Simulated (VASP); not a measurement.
# BeS (P6_3/mmc) in VASP: a series of runs

Aim: see how the results for BeS move with the level of theory and the settings. Levels: r2SCAN, PBE, PBEsol, LDA. Tasks: single point, relaxation of cell and atoms.

All numbers are computed with VASP 6.6.1; they aren't measurements. Logs are shortened: lines on timing, memory, paths and dates and some standing lists are left out, and cuts for length are marked.

## 1. The cell of the first run

The structure is hexagonal, space group P6_3/mmc (No. 194). Conventional cell: a = 3.300 Å, b = 3.300 Å, c = 5.255 Å, α = 90.00°, β = 90.00°, γ = 120.00°. Be (site symmetry -3m) has 6 S at 2.31 Å and 2 Be at 2.63 Å within 3.1 Å. S (site symmetry -6m2) has 6 Be at 2.31 Å within 3.1 Å.

## 2. Single point, r2SCAN

The input, POSCAR:

```
BeS
1.0
    3.3002360792      0.0000000000      0.0000000000
   -1.6501180396      2.8580882831      0.0000000000
    0.0000000000      0.0000000000      5.2552220520
Be S
2 2
Direct
    0.0000000000      0.0000000000      0.0000000000
    0.0000000000      0.0000000000      0.5000000000
    0.3333333333      0.6666666667      0.2500000000
    0.6666666667      0.3333333333      0.7500000000
```

The input, INCAR.step1:

```
SYSTEM = BeS
PREC = Accurate
ENCUT = 520
ISMEAR = -1
SIGMA = 0.02
LREAL = .FALSE.
LASPH = .TRUE.
NELM = 60
NBANDS = 16
GGA = PE
ALGO = Normal
EDIFF = 1E-4
LWAVE = .TRUE.
LCHARG = .FALSE.
```

The input, INCAR.step2:

```
SYSTEM = BeS
PREC = Accurate
ENCUT = 520
EDIFF = 1E-7
ISMEAR = -1
SIGMA = 0.02
LREAL = .FALSE.
LASPH = .TRUE.
NELM = 60
ALGO = Normal
ISIF = 2
LWAVE = .FALSE.
LCHARG = .FALSE.
METAGGA = R2SCAN
LMIXTAU = .TRUE.
NBANDS = 16
ISTART = 1
```

The input, KPOINTS:

```
Automatic mesh
0
G
  12 12 4
  0 0 0
```

Potentials or basis: VASP PAW PBE potentials, release 64 (Be, S).

Command:

```
$ cat potpaw_PBE.64/Be/POTCAR potpaw_PBE.64/S/POTCAR > POTCAR
$ cp INCAR.step1 INCAR
$ mpirun -np 1 vasp_std > vasp.out
$ cp INCAR.step2 INCAR
$ mpirun -np 1 vasp_std > vasp.out
```

OUTCAR:

```text
SYSTEM = BeS
   PREC = Accurate
   ENCUT = 520
   EDIFF = 1E-7
   ISMEAR = -1
   LREAL = .FALSE.
   LASPH = .TRUE.
   NELM = 60
   ISIF = 2
   METAGGA = R2SCAN
   ISTART = 1

 ion  position               nearest neighbor table
   1  0.000  0.000  0.000-   3 2.31   4 2.31   4 2.31   3 2.31   4 2.31   3 2.31
   2  0.000  0.000  0.500-   3 2.31   4 2.31   4 2.31   3 2.31   4 2.31   3 2.31
   3  0.333  0.667  0.250-   1 2.31   2 2.31   1 2.31   2 2.31   1 2.31   2 2.31
   4  0.667  0.333  0.750-   1 2.31   2 2.31   1 2.31   2 2.31   1 2.31   2 2.31

  LATTYP: Found a hexagonal cell.
 ALAT       =     3.3002360792
 C/A-ratio  =     1.5923776136

  Lattice vectors:

 A1 = (   3.3002360792,   0.0000000000,   0.0000000000)
 A2 = (  -1.6501180396,   2.8580882831,   0.0000000000)
 A3 = (   0.0000000000,   0.0000000000,   5.2552220520)

Analysis of symmetry for initial positions (statically):
=====================================================================
 Subroutine PRICEL returns:
 Original cell was already a primitive cell.

 Routine SETGRP: Setting up the symmetry group for a
 hexagonal supercell.

 Subroutine GETGRP returns: Found 24 space group operations
 (whereof 12 operations were pure point group operations)
 out of a pool of 24 trial point group operations.

The static configuration has the point symmetry D_3d.
 The point group associated with its full space group is D_6h.

Analysis of symmetry for dynamics (positions and initial velocities):
=====================================================================
 Subroutine PRICEL returns:
 Original cell was already a primitive cell.

 Routine SETGRP: Setting up the symmetry group for a
 hexagonal supercell.

 Subroutine GETGRP returns: Found 24 space group operations
 (whereof 12 operations were pure point group operations)
 out of a pool of 24 trial point group operations.

The dynamic configuration has the point symmetry D_3d.
 The point group associated with its full space group is D_6h.

 Subroutine INISYM returns: Found 24 space group operations
 (whereof 12 operations are pure point group operations),
 and found     1 'primitive' translations

----------------------------------------------------------------------------------------

                                     Primitive cell

  volume of cell :      49.5692

  direct lattice vectors                    reciprocal lattice vectors
     3.300236079  0.000000000  0.000000000     0.303008626  0.174942112  0.000000000
    -1.650118040  2.858088283  0.000000000     0.000000000  0.349884224  0.000000000
     0.000000000  0.000000000  5.255222052     0.000000000  0.000000000  0.190286917

  length of vectors
     3.300236079  3.300236079  5.255222052     0.349884224  0.349884224  0.190286917

  position of ions in fractional coordinates (direct lattice)
     0.000000000  0.000000000  0.000000000
     0.000000000  0.000000000  0.500000000
     0.333333333  0.666666667  0.250000000
     0.666666667  0.333333333  0.750000000

  ion indices of the primitive-cell ions
   primitive index   ion index
                 1           1
                 2           2
                 3           3
                 4           4

----------------------------------------------------------------------------------------

 KPOINTS: Automatic mesh

Automatic generation of k-mesh.
 Grid dimensions read from file:
 generate k-points for:   12   12    4

 Generating k-lattice:

  Cartesian coordinates                     Fractional coordinates (reciprocal lattice)
     0.025250719  0.014578509  0.000000000     0.083333333  0.000000000  0.000000000
     0.000000000  0.029157019  0.000000000     0.000000000  0.083333333  0.000000000
     0.000000000  0.000000000  0.047571729     0.000000000  0.000000000  0.250000000

  Length of vectors
     0.029157019  0.029157019  0.047571729

  Shift w.r.t. Gamma in fractional coordinates (k-lattice)
     0.000000000  0.000000000  0.000000000

 Subroutine IBZKPT returns following result:
 ===========================================

 Found     57 irreducible k-points:

 Following reciprocal coordinates:
            Coordinates               Weight
  0.000000  0.000000  0.000000      1.000000
  0.083333  0.000000  0.000000      6.000000
  0.166667  0.000000  0.000000      6.000000
  0.250000  0.000000  0.000000      6.000000
  0.333333  0.000000  0.000000      6.000000
  0.416667  0.000000  0.000000      6.000000
[... 16 lines left out ...]
  0.250000  0.000000  0.250000     12.000000
  0.333333  0.000000  0.250000     12.000000
 [... further k-points ...]
   k-points           NKPTS =     57   k-points in BZ     NKDIM =     57   number of bands    NBANDS=     16
   number of dos      NEDOS =    301   number of ions     NIONS =      4
   total plane-waves  NPLWV =  31360
   dimension x,y,z NGX =    28 NGY =   28 NGZ =   40
   dimension x,y,z NGXF=    56 NGYF=   56 NGZF=   80
   ions per type =               2   2
   NGX,Y,Z   is equivalent  to a cutoff of  14.10, 14.10, 12.65 a.u.
   NGXF,Y,Z  is equivalent  to a cutoff of  28.21, 28.21, 25.31 a.u.
 SYSTEM =  BeS
   PREC   = accura    normal or accurate (medium, high low for compatibility)
   ISTART =      1    job   : 0-new  1-cont  2-samecut
   ICHARG =      0    charge: 1-file 2-atom 10-const
   ISPIN  =      1    spin polarized calculation?
   LNONCOLLINEAR =      F non collinear calculations
   LSORBIT =      F    spin-orbit coupling
   LASPH  =      T    aspherical Exc in radial PAW
   ENCUT  =  520.0 eV  38.22 Ry    6.18 a.u.   6.14  6.14  9.77*2*pi/ulx,y,z
   NELM   =     60;   NELMIN=  2; NELMDL=  0     # of ELM steps
   EDIFF  = 0.1E-06   stopping-criterion for ELM
   LREAL  =      F    real-space projection
   EDIFFG = 0.1E-05   stopping-criterion for IOM
   NSW    =      0    number of steps for IOM
   IBRION =     -1    ionic relax: 0-MD 1-quasi-New 2-CG
   NFREE  =      0    steps in history (QN), initial steepest desc. (CG)
   ISIF   =      2    stress and relaxation
   ISYM   =      2    0-nonsym 1-usesym 2-fastsym
   POTIM  = 0.5000    time-step for ionic-motion
   TEBEG  =    0.0;   TEEND  =   0.0 temperature during run
   PSTRESS=    0.0 pullay stress
   NELECT =      16.0000    total number of electrons
   NUPDOWN=      -1.0000    fix difference up-down
   EMIN   =  10.00;   EMAX   =-10.00  energy-range for DOS
   EFERMI =   0.00;   METHOD = LEGACY
   ISMEAR =    -1;   SIGMA  =   0.02  broadening in eV -4-tet -1-fermi 0-gaus
   EFERMI_NEDOS =   21; number of points for ismear=-14 and -15
   IALGO  =     38    algorithm
   IMIX   =      4    mixing-type and parameters
     AMIX     =   0.40;   BMIX     =  1.00
     AMIX_MAG =   1.60;   BMIX_MAG =  1.00
  volume/ion in A,a.u.               =      12.39        83.63
  Fermi-wavevector in a.u.,A,eV,Ry     =   1.122994  2.122152 17.158530  1.261116
  Thomas-Fermi vector in A             =   2.259658
   LORBIT       =      0    0 simple, 1 ext, 2 COOP (PROOUT), +10 PAW based schemes
   METAGGA = R2SCAN    functional components
   LHFCALC =     F    Hartree Fock is set to
   AEXX    =    0.0000 exact exchange contribution
   IVDW    =     0    specifies the selected vdW correction
   LEPSILON=     F    determine dielectric tensor
   LRPA    =     F    only Hartree local field effects (RPA)
 non-spin polarized calculation
  energy-cutoff  :      520.00
  volume of cell :       49.57
 maximum number of plane-waves:      1349
 NGX is ok and might be reduce to    28
   NGX = 13   NGY = 13   NGZ = 19

 number of electron      16.0000002 magnetization

 Free energy of the ion-electron system (eV)
  ---------------------------------------------------
  ext. energy  EPLUGINS =         0.00000000
  ---------------------------------------------------
  free energy    TOTEN  =       -27.28257350 eV

  energy without entropy =      -27.28257350  energy(sigma->0) =      -27.28257350

 E-fermi :   6.9864     XC(G=0): -11.1085

 val. band max:        6.5861020363   @ k =   0.0000   0.0000   0.0000
 cond. band min:       8.3979283201   @ k =   0.3333   0.3333   0.0000
 fundamental gap:      1.8118262838
 Fermi energy:         6.9863741884

 k-point     1 :       0.0000    0.0000    0.0000
  band No.  band energies     occupation
      1      -9.3314      2.00000
      2      -6.8627      2.00000
      3      -0.8849      2.00000
      4       5.7682      2.00000
      5       5.7682      2.00000
      6       5.7931      2.00000
[... 8 lines left out ...]
     15      15.5903      0.00000
     16      16.5737      0.00000

 k-point     2 :       0.0833    0.0000    0.0000
  band No.  band energies     occupation
      1      -9.2367      2.00000
      2      -6.7881      2.00000
      3      -0.7921      2.00000
      4       4.7074      2.00000
      5       5.1555      2.00000
      6       5.6745      2.00000
[... 8 lines left out ...]
     15      15.7108      0.00000
     16      15.9294      0.00000

 k-point     3 :       0.1667    0.0000    0.0000
  band No.  band energies     occupation
      1      -8.9576      2.00000
      2      -6.5787      2.00000
      3      -0.5165      2.00000
      4       3.1513      2.00000
      5       4.4838      2.00000
      6       4.6593      2.00000
[... 8 lines left out ...]
     15      15.2970      0.00000
     16      16.5433      0.00000

 k-point     4 :       0.2500    0.0000    0.0000
  band No.  band energies     occupation
      1      -8.5115      2.00000
      2      -6.2855      2.00000
      3      -0.0687      2.00000
      4       1.6361      2.00000
      5       3.3470      2.00000
      6       3.8826      2.00000
[... 8 lines left out ...]
     15      15.9991      0.00000
     16      16.2574      0.00000
[... 324 lines left out ...]
 k-point    22 :       0.1667    0.0000    0.2500
  band No.  band energies     occupation
      1      -8.7127      2.00000
      2      -7.1002      2.00000
      3       0.4301      2.00000
      4       3.3940      2.00000
      5       4.1469      2.00000
      6       4.7002      2.00000
[... 8 lines left out ...]
     15      14.6951      0.00000
     16      16.3921      0.00000

 k-point    23 :       0.2500    0.0000    0.2500
  band No.  band energies     occupation
      1      -8.2756      2.00000
      2      -6.7559      2.00000
      3       0.5784      2.00000
      4       2.1301      2.00000
      5       2.7768      2.00000
      6       4.1304      2.00000
[... 8 lines left out ...]
     15      15.8600      0.00000
     16      16.7799      0.00000

 k-point    24 :       0.3333    0.0000    0.2500
  band No.  band energies     occupation
      1      -7.7215      2.00000
      2      -6.3904      2.00000
      3       0.0551      2.00000
      4       1.4359      2.00000
      5       1.9198      2.00000
      6       3.6837      2.00000
[... 8 lines left out ...]
     15      16.6027      0.00000
     16      18.0415      0.00000

 [... further k-points ...]

------------------------ aborting loop because EDIFF is reached ----------------------------------------

  FORCE on cell =-STRESS in cart. coord.  units (eV):
  Direction    XX          YY          ZZ          XY          YZ          ZX
  --------------------------------------------------------------------------------------
  -------------------------------------------------------------------------------------
  Total       -0.0314765     -0.0314765     -0.0397636      0.0000000      0.0000000      0.0000000
  in kB       -1.0173847     -1.0173847     -1.2852405      0.0000000      0.0000000      0.0000000
  external PRESSURE =      -1.1066700 kB  Pullay stress =       0.0000000 kB

 VOLUME and BASIS-vectors are now :
 -----------------------------------------------------------------------------
  energy-cutoff  :      520.00
  volume of cell :       49.57
      direct lattice vectors                 reciprocal lattice vectors
     3.300236079  0.000000000  0.000000000     0.303008626  0.174942112  0.000000000
    -1.650118040  2.858088283  0.000000000     0.000000000  0.349884224  0.000000000
     0.000000000  0.000000000  5.255222052     0.000000000  0.000000000  0.190286917

 POSITION                                       TOTAL-FORCE (eV/Angst)
 -----------------------------------------------------------------------------------
      0.00000      0.00000      0.00000        -0.000000      0.000000      0.000000
      0.00000      0.00000      2.62761        -0.000000      0.000000      0.000000
     -0.00000      1.90539      1.31381        -0.000000     -0.000000     -0.000000
      1.65012      0.95270      3.94142         0.000000      0.000000     -0.000000
 -----------------------------------------------------------------------------------
    total drift:                                0.000000     -0.000000     -0.000000

  FREE ENERGIE OF THE ION-ELECTRON SYSTEM (eV)
  ---------------------------------------------------
  free  energy   TOTEN  =       -27.2825734985 eV

  energy  without entropy=      -27.2825734985  energy(sigma->0) =      -27.28257350
```

It took 2.5 min on 1 thread of Intel Xeon 6975P-C, shared host; peak memory 0.19 GiB.

Results:

```
Free energy            : -27.2826 eV
Pressure               : -0.1 GPa
Band gap on the k mesh : 1.81 eV, indirect (least direct gap 4.04 eV)
```

Caveat: the PAW data sets were made with another functional, which shifts forces and pressure a little. r2SCAN opens gaps a little over a GGA but as a rule still falls short of measured ones.

## 3. Single point, r2SCAN

POSCAR is that of step 2.

The input, INCAR.step1:

```
SYSTEM = BeS
PREC = Accurate ; ENCUT = 520
ISMEAR = 0 ; SIGMA = 0.01
LREAL = .FALSE. ; LASPH = .TRUE.
NELM = 60 ; NBANDS = 16
GGA = PE ; ALGO = Normal
EDIFF = 1E-4 ; LWAVE = .TRUE.
LCHARG = .FALSE.
```

The input, INCAR.step2:

```
SYSTEM = BeS
PREC = Accurate ; ENCUT = 520
EDIFF = 1E-6 ; ISMEAR = 0
SIGMA = 0.01 ; LREAL = .FALSE.
LASPH = .TRUE. ; NELM = 60
ALGO = Normal ; ISIF = 2
LWAVE = .FALSE. ; LCHARG = .TRUE.
METAGGA = R2SCAN ; LMIXTAU = .TRUE.
LELF = .TRUE. ; LVHAR = .TRUE.
NBANDS = 16 ; ISTART = 1
```

The input, KPOINTS:

```
regular mesh
0
G
  12 12 6
  0 0 0
```

Potentials or basis: VASP PAW PBE potentials, release 64 (Be, S).

Command:

```
$ cat potpaw_PBE.64/Be/POTCAR potpaw_PBE.64/S/POTCAR > POTCAR
$ cp INCAR.step1 INCAR
$ mpirun -np 1 vasp_std > vasp.out
$ cp INCAR.step2 INCAR
$ mpirun -np 1 vasp_std > vasp.out
```

It took 3.3 min on 1 thread of Intel Xeon 6975P-C, shared host; peak memory 0.2 GiB.

Results (log left out):

```yaml
Free_energy: -27.2820 eV
Pressure: -0.1 GPa
Band_gap_on_the_k_mesh: 1.81 eV, indirect (least direct gap 4.04 eV)
```

Levels at points of the mesh, in eV from the valence-band top:
| k point | band 5 | band 6 | band 7 | band 8 | band 9 | band 10 | band 11 | band 12 |
| --- | --- | --- | --- | --- | --- | --- | --- | --- |
| (0.00, 0.00, 0.00) | -0.82 | -0.79 | -0.79 | 0.00 | 4.04 | 5.54 | 6.35 | 6.35 |
| (0.50, 0.00, 0.00) | -5.07 | -3.55 | -2.75 | -0.68 | 3.54 | 4.34 | 4.42 | 4.43 |
| (0.00, 0.00, 0.50) | -0.73 | -0.73 | -0.73 | -0.73 | 4.95 | 4.95 | 5.76 | 5.76 |
| (0.50, 0.00, 0.50) | -2.49 | -2.49 | -2.33 | -2.33 | 3.62 | 3.62 | 4.92 | 4.92 |

Caveat: the PAW data sets were made with another functional, which shifts forces and pressure a little. r2SCAN opens gaps a little over a GGA but as a rule still falls short of measured ones.

(Part 1 of 2 ends here.)
